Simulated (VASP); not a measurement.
# HfN (Fm-3m) in VASP: a series of runs, part 2 of 2

VASP 6.6.1.

### Step 4. Single point, r2SCAN+rVV10

This run uses another cell than the first one, of 11.51 Å³/atom, 1.004 times its volume.

Contents of POSCAR:

```
HfN
1.0
    3.1928016317      0.0000000000      0.0000000000
    1.5964008159      2.7650473223      0.0000000000
    1.5964008159      0.9216824408      2.6069116159
Hf N
1 1
Direct
    0.0000000000      0.0000000000      0.0000000000
    0.5000000000      0.5000000000      0.5000000000
```

Contents of INCAR.step1:

```
PREC     = Accurate       # precision mode
ENCUT    = 520            # plane-wave cutoff, eV
ISMEAR   = 1              # smearing method
SIGMA    = 0.1            # smearing width, eV
LREAL    = F              # projectors in reciprocal space
LASPH    = T              # aspherical terms in the spheres
NELM     = 60             # most SCF steps
NBANDS   = 14             # bands
GGA      = PE             # functional
ALGO     = Normal         # electronic algorithm
EDIFF    = 1E-4           # SCF threshold, eV
LWAVE    = T              # write WAVECAR
LCHARG   = F              # write CHGCAR
```

Contents of INCAR.step2:

```
PREC     = Accurate       # precision mode
ENCUT    = 520            # plane-wave cutoff, eV
EDIFF    = 1E-6           # SCF threshold, eV
ISMEAR   = 1              # smearing method
SIGMA    = 0.1            # smearing width, eV
LREAL    = F              # projectors in reciprocal space
LASPH    = T              # aspherical terms in the spheres
NELM     = 60             # most SCF steps
ALGO     = Normal         # electronic algorithm
ISIF     = 2              # what is computed and relaxed
LWAVE    = F              # write WAVECAR
LCHARG   = F              # write CHGCAR
METAGGA  = R2SCAN         # meta-GGA
LMIXTAU  = T            
LUSE_VDW = T            
IVDW_NL  = 2            
BPARAM   = 11.95        
CPARAM   = 0.0093       
NBANDS   = 14             # bands
ISTART   = 1
```

Contents of KPOINTS:

```
regular mesh
0
Gamma
  11 11 11
```

Potentials or basis: VASP PAW PBE potentials, release 64 (Hf_pv, N).

Run with:

```console
cat potpaw_PBE.64/Hf_pv/POTCAR potpaw_PBE.64/N/POTCAR > POTCAR
cp INCAR.step1 INCAR
mpirun -np 1 vasp_std > vasp.out
cp INCAR.step2 INCAR
mpirun -np 1 vasp_std > vasp.out
```

OUTCAR:

```text
PREC = Accurate
   ENCUT = 520
   EDIFF = 1E-6
   ISMEAR = 1
   LREAL = F
   LASPH = T
   NELM = 60
   ISIF = 2
   METAGGA = R2SCAN
   IVDW_NL = 2
   BPARAM = 11.95
   ISTART = 1

 ion  position               nearest neighbor table
   1  0.000  0.000  0.000-   2 2.26   2 2.26   2 2.26   2 2.26   2 2.26   2 2.26
   2  0.500  0.500  0.500-   1 2.26   1 2.26   1 2.26   1 2.26   1 2.26   1 2.26

  LATTYP: Found a face centered cubic cell.
 ALAT       =     4.5153033696

  Lattice vectors:

 A1 = (   3.1928016317,   0.0000000000,   0.0000000000)
 A2 = (   1.5964008159,   2.7650473223,   0.0000000000)
 A3 = (   1.5964008159,   0.9216824408,   2.6069116159)

Analysis of symmetry for initial positions (statically):
=====================================================================
 Subroutine PRICEL returns:
 Original cell was already a primitive cell.

 Routine SETGRP: Setting up the symmetry group for a
 face centered cubic supercell.

 Subroutine GETGRP returns: Found 48 space group operations
 (whereof 48 operations were pure point group operations)
 out of a pool of 48 trial point group operations.

The static configuration has the point symmetry O_h .

Analysis of symmetry for dynamics (positions and initial velocities):
=====================================================================
 Subroutine PRICEL returns:
 Original cell was already a primitive cell.

 Routine SETGRP: Setting up the symmetry group for a
 face centered cubic supercell.

 Subroutine GETGRP returns: Found 48 space group operations
 (whereof 48 operations were pure point group operations)
 out of a pool of 48 trial point group operations.

The dynamic configuration has the point symmetry O_h .

 Subroutine INISYM returns: Found 48 space group operations
 (whereof 48 operations are pure point group operations),
 and found     1 'primitive' translations

[... 118 lines left out ...]
   LORBIT       =      0    0 simple, 1 ext, 2 COOP (PROOUT), +10 PAW based schemes
   METAGGA = R2SCAN    functional components
   LHFCALC =     F    Hartree Fock is set to
   AEXX    =    0.0000 exact exchange contribution
   IVDW_NL    =     2    kernel type
   BPARAM     =11.9500
   IVDW    =     0    specifies the selected vdW correction
   LEPSILON=     F    determine dielectric tensor
   LRPA    =     F    only Hartree local field effects (RPA)
 non-spin polarized calculation
 Methfessel and Paxton  Order N= 1 SIGMA  =   0.10
  energy-cutoff  :      520.00
  volume of cell :       23.01
 maximum number of plane-waves:       628
   NGX = 11   NGY = 11   NGZ = 11

 number of electron      15.0000000 magnetization

 Free energy of the ion-electron system (eV)
  ---------------------------------------------------
  ext. energy  EPLUGINS =         0.00000000
  ---------------------------------------------------
  free energy    TOTEN  =       -58.00440672 eV

  energy without entropy =      -58.00444793  energy(sigma->0) =      -58.00442045

 E-fermi :   8.4728     XC(G=0): -13.6003

 val. band max:        8.4686214622   @ k =   0.0909   0.0000  -0.0000
 cond. band min:       8.5021062305   @ k =  -0.0909   0.0909   0.0000
 fundamental gap:      0.0334847683
 Fermi energy:         8.4728070244

 k-point     1 :       0.0000    0.0000    0.0000
  band No.  band energies     occupation
      1     -23.9692      2.00000
      2     -23.9692      2.00000
      3     -23.9692      2.00000
      4     -10.1760      2.00000
      5       5.1127      2.00000
      6       5.1127      2.00000
      7       5.1127      2.00000
      8       8.1917      2.00052
      9       8.1917      2.00052
     10       8.1917      2.00052
     11      10.5533      0.00000
     12      10.5533      0.00000
     13      10.5919      0.00000
     14      18.5427      0.00000
[... 377 lines left out ...]
      1     -24.5201      2.00000
      2     -24.1676      2.00000
      3     -24.0014      2.00000
      4      -8.6636      2.00000
      5       1.0950      2.00000
      6       2.5482      2.00000
      7       3.3437      2.00000
      8       9.3822     -0.00000
      9       9.6434     -0.00000
     10      11.7119      0.00000
     11      11.9290      0.00000
     12      15.0332      0.00000
     13      15.9478      0.00000
     14      19.5427      0.00000

 [... further k-points ...]
[... 5 lines left out ...]
  --------------------------------------------------------------------------------------
  -------------------------------------------------------------------------------------
  Total       -0.2887338     -0.2887338     -0.2887338     -0.0000000     -0.0000000     -0.0000000
  in kB      -20.1005229    -20.1005229    -20.1005229     -0.0000000     -0.0000000     -0.0000000
  external PRESSURE =     -20.1005229 kB  Pullay stress =       0.0000000 kB

 VOLUME and BASIS-vectors are now :
 -----------------------------------------------------------------------------
  energy-cutoff  :      520.00
  volume of cell :       23.01
      direct lattice vectors                 reciprocal lattice vectors
     3.192801632  0.000000000  0.000000000     0.313204551 -0.180828732 -0.127865222
     1.596400816  2.765047322  0.000000000     0.000000000  0.361657463 -0.127865222
     1.596400816  0.921682441  2.606911616     0.000000000  0.000000000  0.383595667

 POSITION                                       TOTAL-FORCE (eV/Angst)
 -----------------------------------------------------------------------------------
      0.00000      0.00000      0.00000         0.000000     -0.000000      0.000000
      3.19280      1.84336      1.30346        -0.000000      0.000000      0.000000
 -----------------------------------------------------------------------------------
    total drift:                               -0.000000      0.000000     -0.000000

  FREE ENERGIE OF THE ION-ELECTRON SYSTEM (eV)
  ---------------------------------------------------
  free  energy   TOTEN  =       -58.0044067174 eV

  energy  without entropy=      -58.0044479278  energy(sigma->0) =      -58.00442045
```

OSZICAR.step1:

```text
N       E                     dE             d eps       ncg     rms          rms(c)
DAV:   1     0.395368283661E+02    0.39537E+02   -0.77985E+03  1582   0.101E+03
DAV:   2    -0.227311422084E+02   -0.62268E+02   -0.58377E+02  2084   0.240E+02
DAV:   3    -0.247502501842E+02   -0.20191E+01   -0.20131E+01  1808   0.354E+01
DAV:   4    -0.247576440591E+02   -0.73939E-02   -0.73934E-02  1850   0.251E+00
DAV:   5    -0.247576898455E+02   -0.45786E-04   -0.45787E-04  1814   0.169E-01    0.492E+01
DAV:   6    -0.218491723185E+02    0.29085E+01   -0.82449E+00  1718   0.221E+01    0.418E+01
DAV:   7    -0.217752745701E+02    0.73898E-01   -0.46432E-01  1970   0.602E+00    0.266E+01
DAV:   8    -0.217533675544E+02    0.21907E-01   -0.10525E-01  1808   0.282E+00    0.597E+00
DAV:   9    -0.217479436472E+02    0.54239E-02   -0.14565E-02  1772   0.981E-01    0.197E+00
DAV:  10    -0.217478751936E+02    0.68454E-04   -0.10086E-03  2084   0.308E-01    0.452E-01
DAV:  11    -0.217478415212E+02    0.33672E-04   -0.67539E-05  1060   0.839E-02
   1 F= -.21747842E+02 E0= -.21747845E+02  d E =0.109298E-04
```

Run time: 31 s. Hardware: 1 thread of Intel Xeon 6975P-C (Granite Rapids), shared host; peak memory 0.22 GiB.

Results:

```yaml
Free_energy: -58.0044 eV
Pressure: -2.0 GPa
```

Caveat: the PAW data sets were made with another functional, which shifts forces and pressure a little; spin-orbit coupling is left out, which moves the levels of the heavy elements.

### Step 5. Relaxation of cell and atoms, revPBE+D3(BJ)

This run uses another cell than the first one, of 11.48 Å³/atom, 1.002 times its volume.

Contents of INCAR:

```
SYSTEM = HfN
  ALGO = Normal
  EDIFF = 1E-6
  EDIFFG = -0.01
  ENCUT = 600
  GGA = RE
  IBRION = 2
  ISIF = 3
  ISMEAR = 1
  IVDW = 12
  LASPH = .True.
  LCHARG = .False.
  LREAL = .False.
  LWAVE = .False.
  NELM = 100
  NSW = 80
  PREC = Accurate
  SIGMA = 0.1
```

Contents of KPOINTS:

```
k-points
0
Gamma
  11 11 11
  0 0 0
```

Contents of POSCAR:

```
HfN
1.0
    3.1904660000      0.0000000000      0.0000000000
    1.5952330000      2.7630246059      0.0000000000
    1.5952330000      0.9210082020      2.6050045806
Hf N
1 1
Direct
    0.0000000000      0.0000000000      0.0000000000
    0.5000000000      0.5000000000      0.5000000000
```

Potentials or basis: VASP PAW PBE potentials, release 64 (Hf_pv, N).

Run with:

```console
cat potpaw_PBE.64/Hf_pv/POTCAR potpaw_PBE.64/N/POTCAR > POTCAR
mpirun -np 1 vasp_std > vasp.out
```

OUTCAR:

```text
SYSTEM = HfN
   EDIFF = 1E-6
   EDIFFG = -0.01
   ENCUT = 600
   GGA = RE
   IBRION = 2
   ISIF = 3
   ISMEAR = 1
   IVDW = 12
   LASPH = .True.
   LREAL = .False.
   NELM = 100
   NSW = 80
   PREC = Accurate
 IVDW          = 12

 ion  position               nearest neighbor table
   1  0.000  0.000  0.000-   2 2.26   2 2.26   2 2.26   2 2.26   2 2.26   2 2.26
   2  0.500  0.500  0.500-   1 2.26   1 2.26   1 2.26   1 2.26   1 2.26   1 2.26

  LATTYP: Found a face centered cubic cell.
 ALAT       =     4.5120002875

  Lattice vectors:

 A1 = (   3.1904660000,   0.0000000000,   0.0000000000)
 A2 = (   1.5952330000,   2.7630246059,   0.0000000000)
 A3 = (   1.5952330000,   0.9210082020,   2.6050045806)

Analysis of symmetry for initial positions (statically):
=====================================================================
 Subroutine PRICEL returns:
 Original cell was already a primitive cell.

 Routine SETGRP: Setting up the symmetry group for a
 face centered cubic supercell.

 Subroutine GETGRP returns: Found 48 space group operations
 (whereof 48 operations were pure point group operations)
 out of a pool of 48 trial point group operations.

The static configuration has the point symmetry O_h .

Analysis of symmetry for dynamics (positions and initial velocities):
=====================================================================
 Subroutine PRICEL returns:
 Original cell was already a primitive cell.

 Routine SETGRP: Setting up the symmetry group for a
 face centered cubic supercell.

 Subroutine GETGRP returns: Found 48 space group operations
 (whereof 48 operations were pure point group operations)
 out of a pool of 48 trial point group operations.

The dynamic configuration has the point symmetry O_h .

 Subroutine INISYM returns: Found 48 space group operations
 (whereof 48 operations are pure point group operations),
 and found     1 'primitive' translations

----------------------------------------------------------------------------------------

                                     Primitive cell

[... 104 lines left out ...]
   EFERMI =   0.00;   METHOD = LEGACY
   ISMEAR =     1;   SIGMA  =   0.10  broadening in eV -4-tet -1-fermi 0-gaus
   EFERMI_NEDOS =   21; number of points for ismear=-14 and -15
   IALGO  =     38    algorithm
   IMIX   =      4    mixing-type and parameters
     AMIX     =   0.40;   BMIX     =  1.00
     AMIX_MAG =   1.60;   BMIX_MAG =  1.00
  volume/ion in A,a.u.               =      11.48        77.48
  Fermi-wavevector in a.u.,A,eV,Ry     =   1.420440  2.684242 27.451780  2.017649
  Thomas-Fermi vector in A             =   2.541355
   LORBIT       =      0    0 simple, 1 ext, 2 COOP (PROOUT), +10 PAW based schemes
   GGA     = RE    functional components
   LHFCALC =     F    Hartree Fock is set to
   AEXX    =    0.0000 exact exchange contribution
   IVDW    =    12    specifies the selected vdW correction
   LEPSILON=     F    determine dielectric tensor
   LRPA    =     F    only Hartree local field effects (RPA)
 conjugate gradient relaxation of ions
 non-spin polarized calculation
 Methfessel and Paxton  Order N= 1 SIGMA  =   0.10
  energy-cutoff  :      600.00
  volume of cell :       22.96
 maximum number of plane-waves:       781
 NGX is ok and might be reduce to    28
   NGX = 13   NGY = 13   NGZ = 13

--------------------------------------- Ionic step        1  -------------------------------------------

 number of electron      15.0000002 magnetization

 Free energy of the ion-electron system (eV)
  ---------------------------------------------------
  ext. energy  EPLUGINS =         0.00000000
  ---------------------------------------------------
  free energy    TOTEN  =       -20.92731909 eV

  energy without entropy =      -20.92735816  energy(sigma->0) =      -20.92733211

------------------------ aborting loop because EDIFF is reached ----------------------------------------

 Edisp (eV)   -1.42638

 E8    (eV) :    -1.0184
[... 71 lines left out ...]
--------------------------------------- Ionic step        3  -------------------------------------------

 number of electron      15.0000002 magnetization

 Free energy of the ion-electron system (eV)
  ---------------------------------------------------
  ext. energy  EPLUGINS =         0.00000000
  ---------------------------------------------------
  free energy    TOTEN  =       -20.91281119 eV

  energy without entropy =      -20.91283632  energy(sigma->0) =      -20.91281957

 E-fermi :   8.5595     XC(G=0): -12.7598

 val. band max:        8.5544878740   @ k =   0.4545   0.1818   0.0000
 cond. band min:       8.6010406786   @ k =  -0.0909   0.0909   0.0000
 fundamental gap:      0.0465528046
 Fermi energy:         8.5595298963

 k-point     1 :       0.0000    0.0000    0.0000
  band No.  band energies     occupation
      1     -22.5197      2.00000
      2     -22.5197      2.00000
      3     -22.5197      2.00000
      4      -9.0470      2.00000
      5       5.5543      2.00000
      6       5.5543      2.00000
      7       5.5543      2.00000
      8       8.2677      2.00029
      9       8.2677      2.00029
     10       8.2677      2.00029
     11      10.5340     -0.00000
[... 309 lines left out ...]
 k-point    24 :      -0.1818    0.1818   -0.0000
  band No.  band energies     occupation
      1     -23.0888      2.00000
      2     -22.7279      2.00000
      3     -22.5556      2.00000
      4      -7.4954      2.00000
      5       1.5588      2.00000
      6       3.0071      2.00000
      7       3.7749      2.00000
      8       9.4759     -0.00000
      9       9.7077     -0.00000
     10      11.7659      0.00000
     11      11.9544      0.00000

 [... further k-points ...]

------------------------ aborting loop because EDIFF is reached ----------------------------------------

 Edisp (eV)   -1.44339

 E8    (eV) :    -1.0307
[... 25 lines left out ...]
  FREE ENERGIE OF THE ION-ELECTRON SYSTEM (eV)
  ---------------------------------------------------
  free  energy   TOTEN  =       -22.3562049001 eV

  energy  without entropy=      -22.3562300327  energy(sigma->0) =      -22.35621328

 reached required accuracy - stopping structural energy minimisation
```

CONTCAR:

```text
HfN
   1.00000000000000
     3.1786344642895523   -0.0000000000000000   -0.0000000000000000
     1.5893172321447762    2.7527781954090869   -0.0000000000001311
     1.5893172321447762    0.9175927318361150    2.5953441721448756
  Hf              N
     1     1
Direct
     0.0000000000000000    0.0000000000000000    0.0000000000000000
     0.5000000000000000    0.5000000000000000    0.5000000000000000

  0.00000000E+00  0.00000000E+00  0.00000000E+00
  0.00000000E+00  0.00000000E+00  0.00000000E+00
```

Run time: 20 s. Hardware: 1 thread of Intel Xeon 6975P-C (Granite Rapids), shared host; peak memory 0.18 GiB.

What came out:

* Free energy: -22.3562 eV
* Relaxed volume: 11.35 Å³/atom
* Relaxed cell: a = 3.179 Å, b = 3.179 Å, c = 3.179 Å, α = 60.00°, β = 60.00°, γ = 60.00°
* Space group after relaxing (to 0.05 Å): Fm-3m (No. 225)
* Energy gained by relaxing: 1.3 meV/atom
* Ionic steps: 3
* Pressure after relaxing: 0.0 GPa
* Dispersion energy per atom: -0.722 eV

The path:
```tsv
step	energy change (eV)	largest force (eV/Å)	pressure (GPa)	volume (Å³)
1	0.0000	0.0000	-3.10	22.96
2	0.0067	0.0000	6.31	22.23
3	-0.0025	0.0000	0.00	22.71
```

Final structure:
```cif
data_structure
_symmetry_space_group_name_H-M 'P 1'
_symmetry_Int_Tables_number 1
_cell_length_a 3.1786
_cell_length_b 3.1786
_cell_length_c 3.1786
_cell_angle_alpha 60.000
_cell_angle_beta 60.000
_cell_angle_gamma 60.000
_cell_volume 22.71
loop_
_atom_site_label
_atom_site_type_symbol
_atom_site_fract_x
_atom_site_fract_y
_atom_site_fract_z
_atom_site_occupancy
Hf1 Hf 0.00000 0.00000 0.00000 1
N1 N 0.50000 0.50000 0.50000 1
```

Levels at points of the mesh, in eV from the Fermi level:
```tsv
k point	band 4	band 5	band 6	band 7	band 8	band 9	band 10	band 11
(0.00, 0.00, 0.00)	-17.61	-3.01	-3.01	-3.01	-0.29	-0.29	-0.29	1.97
```

Caveat: the PAW data sets were made with another functional, which shifts forces and pressure a little; spin-orbit coupling is left out, which moves the levels of the heavy elements; pairwise dispersion overbinds metals, which lowers pressure and volume.

### Step 6. Summary

| task | level | cell | cutoff (eV) | gap on the mesh (eV) | pressure (GPa) |
| --- | --- | --- | --- | --- | --- |
| single point | revPBE+D3(BJ) | a = 3.188 Å, angles 60.0°, 2 atoms | 520 | none | -2.5 |
| single point | r2SCAN | a = 3.200 Å, angles 60.0°, 2 atoms | 520 | none | -2.7 |
| single point | r2SCAN+rVV10 | a = 3.193 Å, angles 60.0°, 2 atoms | 520 | none | -2.0 |
| relaxation of cell and atoms | revPBE+D3(BJ) | relaxed from a = 3.190 Å, angles 60.0°, 2 atoms | 600 | none | 0.0 |

Alike in all rows: potentials or basis VASP PAW PBE potentials, release 64 (Hf_pv, N); no spin polarisation; k mesh 11 × 11 × 11; smearing methfessel-paxton 0.1 eV.

Caveats: the PAW data sets were made with another functional, which shifts forces and pressure a little; spin-orbit coupling is left out, which moves the levels of the heavy elements; pairwise dispersion overbinds metals, which lowers pressure and volume (some runs).

Total energies depend on the potentials used, so only differences within one code and one set of settings carry meaning.
